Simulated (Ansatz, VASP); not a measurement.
**Two plane-wave programs on Pt**

```
Pt
1.0
     2.74214    0.00000    0.00000
    -1.37107    2.37476    0.00000
     0.00000    0.00000    4.75997
Pt
2
Cartesian
  0.0000 1.5832 1.1900
  1.3711 0.7916 3.5700
```

Alike in both runs: task single point; functional r2SCAN; k mesh 11 × 11 × 6; occupations fermi-dirac, width 0.05 eV; no spin polarisation.

|  | VASP | Ansatz |
| --- | --- | --- |
| version | VASP 6.6.1 | Ansatz 0.2.0 |
| potentials or method | VASP PAW PBE potentials, release 64 (Pt_sv_GW) | Ansatz PAW |
| plane-wave cutoff (eV) | 550 | 500 |
| valence electrons in the cell | 36 | 36 |

|  | VASP | Ansatz | Ansatz less VASP |
| --- | --- | --- | --- |
| gap on the k mesh at the Fermi level (eV) | none | none | - |
| pressure (GPa) | -3.3 | -1.3 | +2.03 |
| traceless stress, the component that is largest in VASP (GPa) | -0.08 | -0.13 | -0.048 |

VASP's potentials were made for PBE, not for r2SCAN. A gap of «none» marks a metal or a gap that the smearing closes.

Neither program's run includes spin-orbit coupling.
